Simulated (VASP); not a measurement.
Set up this calculation in VASP 6.6.1, as the native input.

```
Task                   : single point
Functional             : PBE
Potentials or basis    : VASP PAW PBE potentials, release 64 (Si, Bi_d, Te)
Cutoff                 : 520 eV
k mesh                 : 6 × 6 × 4
Occupations            : gaussian, width 0.1 eV
Spin                   : no spin polarisation
Dipole correction      : no
Further INCAR settings : ALGO = Normal; EDIFF = 1e-06; NBANDS = 26
```

The structure of Si2BiTe2 lies in POSCAR:

```
Si2BiTe2
1.0
    5.2668820625      0.0000000000      0.0000000000
   -2.6334410312      4.5612536648      0.0000000000
    0.0000000000      0.0000000000      5.6565808121
Si Bi Te
2 1 2
Direct
    0.3333333333      0.6666666667      0.0000000000
    0.6666666667      0.3333333333      0.0000000000
    0.0000000000      0.0000000000      0.0000000000
    0.3333333333      0.6666666667      0.5000000000
    0.6666666667      0.3333333333      0.5000000000
```

One way to write it, as run:

INCAR

```
SYSTEM = Si2BiTe2
PREC = Accurate
ENCUT = 520
EDIFF = 1E-6
ISMEAR = 0
SIGMA = 0.1
LREAL = .FALSE.
LASPH = .TRUE.
NELM = 100
ALGO = Normal
ISIF = 2
LWAVE = .FALSE.
LCHARG = .FALSE.
GGA = PE
NBANDS = 26
```

KPOINTS

```
Automatic mesh
0
G
  6 6 4
  0 0 0
```

Potentials or basis: VASP PAW PBE potentials, release 64 (Si, Bi_d, Te).

Run with:

```bash
$ cat potpaw_PBE.64/Si/POTCAR potpaw_PBE.64/Bi_d/POTCAR potpaw_PBE.64/Te/POTCAR > POTCAR
$ mpirun -np 1 vasp_std > vasp.out
```

It gave:

```yaml
Pressure: 0.1 GPa
```

It took 26 s on 1 thread of Intel(R) Xeon(R) 6975P-C (Granite Rapids), with other jobs on the host, peak memory 0.28 GiB.
